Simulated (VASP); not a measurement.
Set up this calculation in VASP 6.6.1, as the native input.

| Quantity | Value |
| --- | --- |
| Task | relaxation of cell and atoms |
| Functional | PBE |
| Dispersion | D3(BJ) |
| Potentials or basis | VASP PAW PBE potentials, release 64 (Cd, Se) |
| Cutoff | 600 eV |
| k mesh | 6 × 6 × 6 |
| Occupations | gaussian, width 0.01 eV |
| Spin | no spin polarisation |
| Dipole correction | no |
| Further INCAR settings | ALGO = Normal; EDIFF = 1e-07; IBRION = 2; EDIFFG = -0.01; NSW = 80; ISIF = 3 |

The structure of CdSe lies in POSCAR:

```
CdSe
1.0
    4.3420190000      0.0000000000      0.0000000000
    2.1710095000      3.7602987577      0.0000000000
    2.1710095000      1.2534329192      3.5452436678
Cd Se
1 1
Direct
    0.0000000000      0.0000000000      0.0000000000
    0.7500000000      0.7500000000      0.7500000000
```

These files were run (other wordings do the same):

INCAR

```
SYSTEM = CdSe
PREC     = Accurate       ! precision mode
ENCUT    = 600            ! plane-wave cutoff, eV
EDIFF    = 1E-7           ! SCF threshold, eV
ISMEAR   = 0              ! smearing method
SIGMA    = 0.01           ! smearing width, eV
LREAL    = .FALSE.        ! projectors in reciprocal space
LASPH    = .TRUE.         ! aspherical terms in the spheres
NELM     = 80             ! most SCF steps
ALGO     = Normal         ! electronic algorithm
ISIF     = 3              ! what is computed and relaxed
LWAVE    = .FALSE.        ! write WAVECAR
LCHARG   = .FALSE.        ! write CHGCAR
GGA      = PE             ! functional
IVDW     = 12             ! dispersion correction
IBRION   = 2              ! ionic algorithm
NSW      = 80             ! ionic steps
EDIFFG   = -0.01          ! ionic threshold
```

KPOINTS

```
Automatic mesh
0
G
  6 6 6
  0 0 0
```

Potentials or basis: VASP PAW PBE potentials, release 64 (Cd, Se).

Command:

```sh
$ cat potpaw_PBE.64/Cd/POTCAR potpaw_PBE.64/Se/POTCAR > POTCAR
$ mpirun -np 1 vasp_std > vasp.out
```

Results of the run:

```json
{
  "Relaxed volume": "28.68 Å³/atom",
  "Relaxed cell": "a = 4.329 Å, b = 4.329 Å, c = 4.329 Å, α = 60.00°, β = 60.00°, γ = 60.00°",
  "Space group after relaxing (to 0.05 Å)": "F-43m (No. 216)",
  "Energy gained by relaxing": "0.4 meV/atom",
  "Ionic steps": "3",
  "Pressure after relaxing": "0.0 GPa",
  "Band gap on the k mesh": "0.57 eV, direct",
  "Dispersion energy per atom": "-0.312 eV"
}
```

Wall time 73 s on 1 thread of AMD EPYC 7R13, on a shared host, peak memory 0.2 GiB.
